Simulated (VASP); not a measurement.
# CdS (F-43m) in VASP: a series of runs

The runs below take CdS through single point, with PBEsol, r2SCAN.

Program: VASP 6.6.1. These are calculated values, not measurements. Logs are shortened: lines on timing, memory, paths and dates and some standing lists are left out, and cuts for length are marked.

**1. The cell of the first run**

Symmetry: F-43m, No. 216, cubic system. Conventional cell: a = 5.824 Å, b = 5.824 Å, c = 5.824 Å, α = 90.00°, β = 90.00°, γ = 90.00°. Within 3.3 Å of Cd (site symmetry -43m) lie 4 S at 2.52 Å. S (site symmetry -43m) has 4 Cd at 2.52 Å within 3.3 Å.

**2. Single point, PBEsol**

INCAR

```
  PREC = Accurate
  ENCUT = 520
  EDIFF = 1E-6
  ISMEAR = -1
  SIGMA = 0.05
  LREAL = Auto
  LASPH = True
  NELM = 60
  ALGO = Normal
  ISIF = 2
  LWAVE = False
  LCHARG = True
  GGA = PS
  LELF = True
  LVHAR = True
  ISYM = 0
  NBANDS = 326
  LUSENCCL = False
```

KPOINTS

```
Automatic mesh
0
Gamma
  1 1 1
  0.25 0.25 0.25
```

POSCAR

```
CdS
1.0
   11.6489850000      0.0000000000      0.0000000000
    0.0000000000     11.6489850000      0.0000000000
    0.0000000000      0.0000000000     11.6489850000
Cd S
32 32
Direct
    0.0000000000      0.0000000000      0.0000000000
    0.0000000000      0.0000000000      0.5000000000
    0.0000000000      0.5000000000      0.0000000000
    0.0000000000      0.5000000000      0.5000000000
    0.5000000000      0.0000000000      0.0000000000
    0.5000000000      0.0000000000      0.5000000000
    0.5000000000      0.5000000000      0.0000000000
    0.5000000000      0.5000000000      0.5000000000
    0.2500000000      0.2500000000      0.0000000000
    0.2500000000      0.2500000000      0.5000000000
    0.2500000000      0.7500000000      0.0000000000
    0.2500000000      0.7500000000      0.5000000000
    0.7500000000      0.2500000000      0.0000000000
    0.7500000000      0.2500000000      0.5000000000
    0.7500000000      0.7500000000      0.0000000000
    0.7500000000      0.7500000000      0.5000000000
    0.2500000000      0.0000000000      0.2500000000
    0.2500000000      0.0000000000      0.7500000000
    0.2500000000      0.5000000000      0.2500000000
    0.2500000000      0.5000000000      0.7500000000
    0.7500000000      0.0000000000      0.2500000000
    0.7500000000      0.0000000000      0.7500000000
    0.7500000000      0.5000000000      0.2500000000
    0.7500000000      0.5000000000      0.7500000000
    0.0000000000      0.2500000000      0.2500000000
    0.0000000000      0.2500000000      0.7500000000
    0.0000000000      0.7500000000      0.2500000000
    0.0000000000      0.7500000000      0.7500000000
    0.5000000000      0.2500000000      0.2500000000
    0.5000000000      0.2500000000      0.7500000000
    0.5000000000      0.7500000000      0.2500000000
    0.5000000000      0.7500000000      0.7500000000
    0.1250000000      0.1250000000      0.1250000000
    0.1250000000      0.1250000000      0.6250000000
    0.1250000000      0.6250000000      0.1250000000
    0.1250000000      0.6250000000      0.6250000000
    0.6250000000      0.1250000000      0.1250000000
    0.6250000000      0.1250000000      0.6250000000
    0.6250000000      0.6250000000      0.1250000000
    0.6250000000      0.6250000000      0.6250000000
    0.3750000000      0.3750000000      0.1250000000
    0.3750000000      0.3750000000      0.6250000000
    0.3750000000      0.8750000000      0.1250000000
    0.3750000000      0.8750000000      0.6250000000
    0.8750000000      0.3750000000      0.1250000000
    0.8750000000      0.3750000000      0.6250000000
    0.8750000000      0.8750000000      0.1250000000
    0.8750000000      0.8750000000      0.6250000000
    0.3750000000      0.1250000000      0.3750000000
    0.3750000000      0.1250000000      0.8750000000
    0.3750000000      0.6250000000      0.3750000000
    0.3750000000      0.6250000000      0.8750000000
    0.8750000000      0.1250000000      0.3750000000
    0.8750000000      0.1250000000      0.8750000000
    0.8750000000      0.6250000000      0.3750000000
    0.8750000000      0.6250000000      0.8750000000
    0.1250000000      0.3750000000      0.3750000000
    0.1250000000      0.3750000000      0.8750000000
    0.1250000000      0.8750000000      0.3750000000
    0.1250000000      0.8750000000      0.8750000000
    0.6250000000      0.3750000000      0.3750000000
    0.6250000000      0.3750000000      0.8750000000
    0.6250000000      0.8750000000      0.3750000000
    0.6250000000      0.8750000000      0.8750000000
```

Potentials or basis: VASP PAW PBE potentials, release 64 (Cd, S).

Launch:

```sh
cat potpaw_PBE.64/Cd/POTCAR potpaw_PBE.64/S/POTCAR > POTCAR
mpirun -np 1 vasp_std > vasp.out
```

OUTCAR:

```text
PREC = Accurate
   ENCUT = 520
   EDIFF = 1E-6
   ISMEAR = -1
   LREAL = Auto
   LASPH = True
   NELM = 60
   ISIF = 2
   GGA = PS
   ISYM = 0

 ion  position               nearest neighbor table
   1  0.000  0.000  0.000-  33 2.52  47 2.52  54 2.52  60 2.52
   2  0.000  0.000  0.500-  34 2.52  48 2.52  53 2.52  59 2.52
   3  0.000  0.500  0.000-  35 2.52  45 2.52  56 2.52  58 2.52
   4  0.000  0.500  0.500-  36 2.52  46 2.52  55 2.52  57 2.52
   5  0.500  0.000  0.000-  37 2.52  43 2.52  50 2.52  64 2.52
   6  0.500  0.000  0.500-  38 2.52  44 2.52  49 2.52  63 2.52
[... 56 lines left out ...]
  63  0.625  0.875  0.375-   6 2.52  16 2.52  21 2.52  31 2.52
  64  0.625  0.875  0.875-   5 2.52  15 2.52  22 2.52  32 2.52

IMPORTANT INFORMATION: All symmetrisations will be switched off!
NOSYMM: (Re-)initialisation of all symmetry stuff for point group C_1.

----------------------------------------------------------------------------------------

                                     Primitive cell

  volume of cell :    1580.7539

  direct lattice vectors                    reciprocal lattice vectors
    11.648985000  0.000000000  0.000000000     0.085844389  0.000000000  0.000000000
     0.000000000 11.648985000  0.000000000     0.000000000  0.085844389  0.000000000
     0.000000000  0.000000000 11.648985000     0.000000000  0.000000000  0.085844389

  length of vectors
    11.648985000 11.648985000 11.648985000     0.085844389  0.085844389  0.085844389

  position of ions in fractional coordinates (direct lattice)
     0.000000000  0.000000000  0.000000000
     0.000000000  0.000000000  0.500000000
     0.000000000  0.500000000  0.000000000
     0.000000000  0.500000000  0.500000000
     0.500000000  0.000000000  0.000000000
     0.500000000  0.000000000  0.500000000
[... 56 lines left out ...]
     0.625000000  0.875000000  0.375000000
     0.625000000  0.875000000  0.875000000

  ion indices of the primitive-cell ions
   primitive index   ion index
                 1           1
                 2           2
                 3           3
                 4           4
                 5           5
                 6           6
[... 56 lines left out ...]
                63          63
                64          64

----------------------------------------------------------------------------------------

 KPOINTS: Automatic mesh

Automatic generation of k-mesh.
 Grid dimensions read from file:
 generate k-points for:    1    1    1

 Generating k-lattice:

  Cartesian coordinates                     Fractional coordinates (reciprocal lattice)
     0.085844389  0.000000000  0.000000000     1.000000000  0.000000000  0.000000000
     0.000000000  0.085844389  0.000000000     0.000000000  1.000000000  0.000000000
     0.000000000  0.000000000  0.085844389     0.000000000  0.000000000  1.000000000

  Length of vectors
     0.085844389  0.085844389  0.085844389

  Shift w.r.t. Gamma in fractional coordinates (k-lattice)
     0.250000000  0.250000000  0.250000000

 Subroutine IBZKPT returns following result:
 ===========================================

 Found      4 irreducible k-points:

 Following reciprocal coordinates:
            Coordinates               Weight
  0.250000  0.250000  0.250000      2.000000
 -0.250000  0.250000  0.250000      2.000000
 -0.250000 -0.250000  0.250000      2.000000
  0.250000 -0.250000  0.250000      2.000000
   k-points           NKPTS =      4   k-points in BZ     NKDIM =      4   number of bands    NBANDS=    326
   number of dos      NEDOS =    301   number of ions     NIONS =     64
   total plane-waves  NPLWV = 729000
   dimension x,y,z NGX =    90 NGY =   90 NGZ =   90
   dimension x,y,z NGXF=   180 NGYF=  180 NGZF=  180
   ions per type =              32  32
   NGX,Y,Z   is equivalent  to a cutoff of  12.84, 12.84, 12.84 a.u.
   NGXF,Y,Z  is equivalent  to a cutoff of  25.69, 25.69, 25.69 a.u.
 SYSTEM =  unknown system
   PREC   = accura    normal or accurate (medium, high low for compatibility)
   ISTART =      0    job   : 0-new  1-cont  2-samecut
   ICHARG =      2    charge: 1-file 2-atom 10-const
   ISPIN  =      1    spin polarized calculation?
   LNONCOLLINEAR =      F non collinear calculations
   LSORBIT =      F    spin-orbit coupling
   LASPH  =      T    aspherical Exc in radial PAW
   ENCUT  =  520.0 eV  38.22 Ry    6.18 a.u.  21.66 21.66 21.66*2*pi/ulx,y,z
   NELM   =     60;   NELMIN=  2; NELMDL= -5     # of ELM steps
   EDIFF  = 0.1E-05   stopping-criterion for ELM
   LREAL  =      T    real-space projection
   EDIFFG = 0.1E-04   stopping-criterion for IOM
   NSW    =      0    number of steps for IOM
   IBRION =     -1    ionic relax: 0-MD 1-quasi-New 2-CG
   NFREE  =      0    steps in history (QN), initial steepest desc. (CG)
   ISIF   =      2    stress and relaxation
   ISYM   =      0    0-nonsym 1-usesym 2-fastsym
   POTIM  = 0.5000    time-step for ionic-motion
   TEBEG  =    0.0;   TEEND  =   0.0 temperature during run
   PSTRESS=    0.0 pullay stress
   NELECT =     576.0000    total number of electrons
   NUPDOWN=      -1.0000    fix difference up-down
   EMIN   =  10.00;   EMAX   =-10.00  energy-range for DOS
   EFERMI =   0.00;   METHOD = LEGACY
   ISMEAR =    -1;   SIGMA  =   0.05  broadening in eV -4-tet -1-fermi 0-gaus
   EFERMI_NEDOS =   21; number of points for ismear=-14 and -15
   IALGO  =     38    algorithm
   IMIX   =      4    mixing-type and parameters
     AMIX     =   0.40;   BMIX     =  1.00
     AMIX_MAG =   1.60;   BMIX_MAG =  1.00
  volume/ion in A,a.u.               =      24.70       166.68
  Fermi-wavevector in a.u.,A,eV,Ry     =   1.169304  2.209665 18.602875  1.367273
  Thomas-Fermi vector in A             =   2.305779
   LORBIT       =      0    0 simple, 1 ext, 2 COOP (PROOUT), +10 PAW based schemes
   GGA     = PS    functional components
   LHFCALC =     F    Hartree Fock is set to
   AEXX    =    0.0000 exact exchange contribution
   IVDW    =     0    specifies the selected vdW correction
   LEPSILON=     F    determine dielectric tensor
   LRPA    =     F    only Hartree local field effects (RPA)
 non-spin polarized calculation
  energy-cutoff  :      520.00
  volume of cell :     1580.75
 maximum number of plane-waves:     42541
 NGX is ok and might be reduce to    90
   NGX = 43   NGY = 43   NGZ = 43

 number of electron     575.9999959 magnetization

 Free energy of the ion-electron system (eV)
  ---------------------------------------------------
  ext. energy  EPLUGINS =         0.00000000
  ---------------------------------------------------
  free energy    TOTEN  =      -218.06575949 eV

  energy without entropy =     -218.06575948  energy(sigma->0) =     -218.06575949

 E-fermi :   2.1469     XC(G=0):  -9.3989

 val. band max:        1.1234891577   @ k =  -0.2500   0.2500   0.2500
 cond. band min:       3.1360305721   @ k =   0.2500  -0.2500   0.2500
 fundamental gap:      2.0125414144
 Fermi energy:         2.1468971004

 k-point     1 :       0.2500    0.2500    0.2500
  band No.  band energies     occupation
      1     -11.0987      2.00000
      2     -10.9518      2.00000
      3     -10.9518      2.00000
      4     -10.9518      2.00000
      5     -10.8473      2.00000
      6     -10.8473      2.00000
[... 292 lines left out ...]
    299       4.7496      0.00000
    300       4.9913      0.00000

 k-point     2 :      -0.2500    0.2500    0.2500
  band No.  band energies     occupation
      1     -11.0987      2.00000
      2     -10.9518      2.00000
      3     -10.9518      2.00000
      4     -10.9518      2.00000
      5     -10.8473      2.00000
      6     -10.8473      2.00000
[... 292 lines left out ...]
    299       4.7496      0.00000
    300       4.9913      0.00000

 k-point     3 :      -0.2500   -0.2500    0.2500
  band No.  band energies     occupation
      1     -11.0987      2.00000
      2     -10.9518      2.00000
      3     -10.9518      2.00000
      4     -10.9518      2.00000
      5     -10.8473      2.00000
      6     -10.8473      2.00000
[... 292 lines left out ...]
    299       4.7496      0.00000
    300       4.9913      0.00000

 k-point     4 :       0.2500   -0.2500    0.2500
  band No.  band energies     occupation
      1     -11.0987      2.00000
      2     -10.9518      2.00000
      3     -10.9518      2.00000
      4     -10.9518      2.00000
      5     -10.8473      2.00000
      6     -10.8473      2.00000
[... 292 lines left out ...]
    299       4.7496      0.00000
    300       4.9913      0.00000
 [bands above 300 left out]

------------------------ aborting loop because EDIFF is reached ----------------------------------------

  FORCE on cell =-STRESS in cart. coord.  units (eV):
  Direction    XX          YY          ZZ          XY          YZ          ZX
  --------------------------------------------------------------------------------------
  -------------------------------------------------------------------------------------
  Total        3.8302623      3.8302614      3.8302654     -0.0000697     -0.0000656     -0.0000579
  in kB        3.8821726      3.8821717      3.8821757     -0.0000707     -0.0000664     -0.0000587
  external PRESSURE =       3.8821733 kB  Pullay stress =       0.0000000 kB

 VOLUME and BASIS-vectors are now :
 -----------------------------------------------------------------------------
  energy-cutoff  :      520.00
  volume of cell :     1580.75
      direct lattice vectors                 reciprocal lattice vectors
    11.648985000  0.000000000  0.000000000     0.085844389  0.000000000  0.000000000
     0.000000000 11.648985000  0.000000000     0.000000000  0.085844389  0.000000000
     0.000000000  0.000000000 11.648985000     0.000000000  0.000000000  0.085844389

 POSITION                                       TOTAL-FORCE (eV/Angst)
 -----------------------------------------------------------------------------------
      0.00000      0.00000      0.00000        -0.000000     -0.000001     -0.000001
      0.00000      0.00000      5.82449         0.000000     -0.000001      0.000001
      0.00000      5.82449      0.00000         0.000000     -0.000001     -0.000001
      0.00000      5.82449      5.82449        -0.000002     -0.000000     -0.000001
      5.82449      0.00000      0.00000        -0.000001      0.000001     -0.000001
      5.82449      0.00000      5.82449        -0.000001     -0.000003     -0.000001
[... 56 lines left out ...]
      7.28062     10.19286      4.36837         0.001381     -0.001380     -0.001380
      7.28062     10.19286     10.19286         0.001381     -0.001381     -0.001381
 -----------------------------------------------------------------------------------
    total drift:                                0.000010      0.000001      0.000013

  FREE ENERGIE OF THE ION-ELECTRON SYSTEM (eV)
  ---------------------------------------------------
  free  energy   TOTEN  =      -218.0657594918 eV

  energy  without entropy=     -218.0657594809  energy(sigma->0) =     -218.06575949
```

It took 6.9 min on 1 × NVIDIA H100 80GB with 1 thread of AMD EPYC 7R13 (Zen 3), shared host; peak memory 2.7 GiB.

What came out:

```
Free energy            : -218.0658 eV
Pressure               : 0.4 GPa
Band gap on the k mesh : 2.01 eV
```

Levels at points of the mesh, in eV from the valence-band top:
| k point | band 286 | band 287 | band 288 | band 289 | band 290 | band 291 |
| --- | --- | --- | --- | --- | --- | --- |
| (0.25, 0.25, 0.25) | -0.34 | 0.00 | 0.00 | 2.01 | 3.02 | 3.13 |

Caveat: the PAW data sets were made with another functional, which shifts forces and pressure a little; a shifted mesh leaves out Γ, where band edges can lie. A k mesh can miss the band edges.

**3. Single point, r2SCAN**

POSCAR is that of step 2.

INCAR.step1

```
  ALGO = Normal
  EDIFF = 1E-4
  ENCUT = 520
  GGA = PE
  ISMEAR = -1
  ISYM = 0
  LASPH = True
  LCHARG = False
  LREAL = Auto
  LUSENCCL = False
  LWAVE = True
  NBANDS = 326
  NELM = 80
  PREC = Accurate
  SIGMA = 0.05
```

INCAR.step2

```
  ALGO = Normal
  EDIFF = 1E-6
  ENCUT = 520
  ISIF = 2
  ISMEAR = -1
  ISTART = 1
  ISYM = 0
  LASPH = True
  LCHARG = False
  LMIXTAU = True
  LREAL = Auto
  LUSENCCL = False
  LWAVE = False
  METAGGA = R2SCAN
  NBANDS = 326
  NELM = 80
  PREC = Accurate
  SIGMA = 0.05
```

KPOINTS is that of step 2.

Potentials or basis: VASP PAW PBE potentials, release 64 (Cd, S).

Launch:

```sh
cat potpaw_PBE.64/Cd/POTCAR potpaw_PBE.64/S/POTCAR > POTCAR
cp INCAR.step1 INCAR
mpirun -np 1 vasp_std > vasp.out
cp INCAR.step2 INCAR
mpirun -np 1 vasp_std > vasp.out
```

OUTCAR:

```text
EDIFF = 1E-6
   ENCUT = 520
   ISIF = 2
   ISMEAR = -1
   ISTART = 1
   ISYM = 0
   LASPH = True
   LREAL = Auto
   METAGGA = R2SCAN
   NELM = 80
   PREC = Accurate

 ion  position               nearest neighbor table
   1  0.000  0.000  0.000-  33 2.52  47 2.52  54 2.52  60 2.52
   2  0.000  0.000  0.500-  34 2.52  48 2.52  53 2.52  59 2.52
   3  0.000  0.500  0.000-  35 2.52  45 2.52  56 2.52  58 2.52
   4  0.000  0.500  0.500-  36 2.52  46 2.52  55 2.52  57 2.52
   5  0.500  0.000  0.000-  37 2.52  43 2.52  50 2.52  64 2.52
   6  0.500  0.000  0.500-  38 2.52  44 2.52  49 2.52  63 2.52
[... 56 lines left out ...]
  63  0.625  0.875  0.375-   6 2.52  16 2.52  21 2.52  31 2.52
  64  0.625  0.875  0.875-   5 2.52  15 2.52  22 2.52  32 2.52

IMPORTANT INFORMATION: All symmetrisations will be switched off!
NOSYMM: (Re-)initialisation of all symmetry stuff for point group C_1.

----------------------------------------------------------------------------------------

                                     Primitive cell

  volume of cell :    1580.7539

  direct lattice vectors                    reciprocal lattice vectors
[... 246 lines left out ...]
  band No.  band energies     occupation
      1     -11.7532      2.00000
      2     -11.6093      2.00000
      3     -11.6093      2.00000
      4     -11.6093      2.00000
      5     -11.5072      2.00000
      6     -11.5072      2.00000
[... 1201 lines left out ...]
    299       5.1631      0.00000
    300       5.2939      0.00000
 [bands above 300 left out]

------------------------ aborting loop because EDIFF is reached ----------------------------------------

  FORCE on cell =-STRESS in cart. coord.  units (eV):
  Direction    XX          YY          ZZ          XY          YZ          ZX
  --------------------------------------------------------------------------------------
  -------------------------------------------------------------------------------------
  Total       20.6924376     20.6924376     20.6924392     -0.0000008     -0.0000079     -0.0000005
  in kB       20.9728755     20.9728755     20.9728771     -0.0000009     -0.0000080     -0.0000005
  external PRESSURE =      20.9728761 kB  Pullay stress =       0.0000000 kB

 VOLUME and BASIS-vectors are now :
 -----------------------------------------------------------------------------
  energy-cutoff  :      520.00
  volume of cell :     1580.75
      direct lattice vectors                 reciprocal lattice vectors
    11.648985000  0.000000000  0.000000000     0.085844389  0.000000000  0.000000000
     0.000000000 11.648985000  0.000000000     0.000000000  0.085844389  0.000000000
     0.000000000  0.000000000 11.648985000     0.000000000  0.000000000  0.085844389

 POSITION                                       TOTAL-FORCE (eV/Angst)
 -----------------------------------------------------------------------------------
      0.00000      0.00000      0.00000         0.000000     -0.000000      0.000000
      0.00000      0.00000      5.82449         0.000000      0.000000     -0.000000
      0.00000      5.82449      0.00000         0.000000      0.000001     -0.000000
      0.00000      5.82449      5.82449         0.000001     -0.000000      0.000000
      5.82449      0.00000      0.00000        -0.000000     -0.000000      0.000001
      5.82449      0.00000      5.82449        -0.000000      0.000001     -0.000000
[... 56 lines left out ...]
      7.28062     10.19286      4.36837         0.001903     -0.001904     -0.001901
      7.28062     10.19286     10.19286         0.001902     -0.001902     -0.001904
 -----------------------------------------------------------------------------------
    total drift:                               -0.000001      0.000001      0.000001

  FREE ENERGIE OF THE ION-ELECTRON SYSTEM (eV)
  ---------------------------------------------------
  free  energy   TOTEN  =      -949.6584862306 eV

  energy  without entropy=     -949.6584862305  energy(sigma->0) =     -949.65848623
```

Wall time 8 min (1 × NVIDIA H100 80GB with 1 thread of AMD EPYC 7R13 (Zen 3), shared host); peak memory 2.8 GiB.

What came out:

| Item | Value |
| --- | --- |
| Free energy | -949.6585 eV |
| Pressure | 2.1 GPa |
| Band gap on the k mesh | 2.53 eV |

Levels at points of the mesh, in eV from the valence-band top:
```csv
k point,band 285,band 286,band 287,band 288,band 289,band 290,band 291,band 292
"(0.25, 0.25, 0.25)",-0.34,-0.34,0.00,0.00,2.53,3.60,3.66,3.66
```

Caveat: the PAW data sets were made with another functional, which shifts forces and pressure a little; a shifted mesh leaves out Γ, where band edges can lie.
